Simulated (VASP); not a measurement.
Here is a VASP 6.6.1 calculation.

The input INCAR:

```
SYSTEM = InAs
PREC = Accurate
ENCUT = 600
EDIFF = 1E-6
ISMEAR = -1
SIGMA = 0.15
LREAL = .False.
LASPH = .True.
NELM = 80
ALGO = Normal
ISIF = 3
LWAVE = .False.
LCHARG = .False.
GGA = PE
IBRION = 2
NSW = 80
EDIFFG = -0.001
PSTRESS = 500.0
```

Contents of KPOINTS:

```
Automatic mesh
0
Gamma
  12 12 12
  0 0 0
```

File POSCAR:

```
InAs
1.0
    0.0000000000      3.0937808094      3.0937808094
    3.0937808094      0.0000000000      3.0937808094
    3.0937808094      3.0937808094      0.0000000000
In As
1 1
Direct
    0.0000000000      0.0000000000      0.0000000000
    0.7500000000      0.7500000000      0.7500000000
```

Potentials or basis: VASP PAW PBE potentials, release 64 (In_d, As).

Run with:

```console
$ cat potpaw_PBE.64/In_d/POTCAR potpaw_PBE.64/As/POTCAR > POTCAR
$ mpirun -np 1 vasp_std > vasp.out
```

Estimate the band gap on the k mesh.

0.80 eV (least direct gap 1.43 eV).

Estimate the space group after relaxing (to 0.1 Å).

F-43m (No. 216).

Estimate the relaxed volume.

19.82 Å³/atom.

The path:
| step | energy change (eV) | largest force (eV/Å) | pressure (GPa) | volume (Å³) |
| --- | --- | --- | --- | --- |
| 1 | 0.0000 | 0.0000 | 0.06 | 59.22 |
| 2 | 132.2390 | 0.0000 | 3954.63 | 10.11 |
| 3 | 0.0897 | 0.0000 | 5.83 | 53.88 |
| 4 | 0.3014 | 0.0000 | 12.29 | 50.04 |
| 5 | 2.8333 | 0.0000 | 63.90 | 37.58 |
| 6 | 1.9704 | 0.0000 | 47.38 | 40.08 |
| 7 | 2.0999 | 0.0000 | 49.88 | 39.65 |
| 8 | 2.2078 | 0.0000 | 51.96 | 39.31 |
| 9 | 1.8503 | 0.0000 | 45.08 | 40.49 |
| 10 | 2.1060 | 0.0000 | 49.99 | 39.63 |

Caveat: the cell is relaxed towards a set pressure, so the run minimises the enthalpy, not the energy; the volume moved by over 15 % at a fixed basis, so the end points are rough; spin-orbit coupling is left out, which moves the levels of the heavy elements. A k mesh can miss the band edges.
